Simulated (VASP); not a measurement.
SiO2, 6 atoms in the cell. It takes space group P4_2/mnm (No. 136, tetragonal). The conventional cell has a = 4.236 Å, b = 4.236 Å, c = 2.690 Å, α = 90.00°, β = 90.00°, γ = 90.00°. Within 2.4 Å of Si (site symmetry mmm) lie 6 O at 1.77 to 1.84 Å. O (site symmetry m2m) has 3 Si at 1.77 to 1.84 Å and 1 O at 2.31 Å within 2.4 Å. 

| Property | Result |
| --- | --- |
| Program | VASP 6.6.1 |
| Task | single point |
| Functional | PBE |
| Potentials or basis | VASP PAW PBE potentials, release 64 (Si, O) |
| Cutoff | 520 eV |
| k mesh | 6 × 6 × 8 |
| Occupations | gaussian, width 0.02 eV |
| Spin | no spin polarisation |
| Dipole correction | no |
| Further INCAR settings | ALGO = Normal; EDIFF = 1e-07; NBANDS = 25 |

Potentials or basis: VASP PAW PBE potentials, release 64 (Si, O).

Run with:

```bash
$ cat potpaw_PBE.64/Si/POTCAR potpaw_PBE.64/O/POTCAR > POTCAR
$ mpirun -np 1 vasp_std > vasp.out
```

Hardware: 1 thread of Intel(R) Xeon(R) 6975P-C (Granite Rapids), with other jobs on the host.

Question: How long does it take, and how much memory?

Answer: Wall time 16 s on 1 thread of Intel(R) Xeon(R) 6975P-C (Granite Rapids) (shared host), peak memory 0.17 GiB. Counts: scf iterations 14, k points 50.
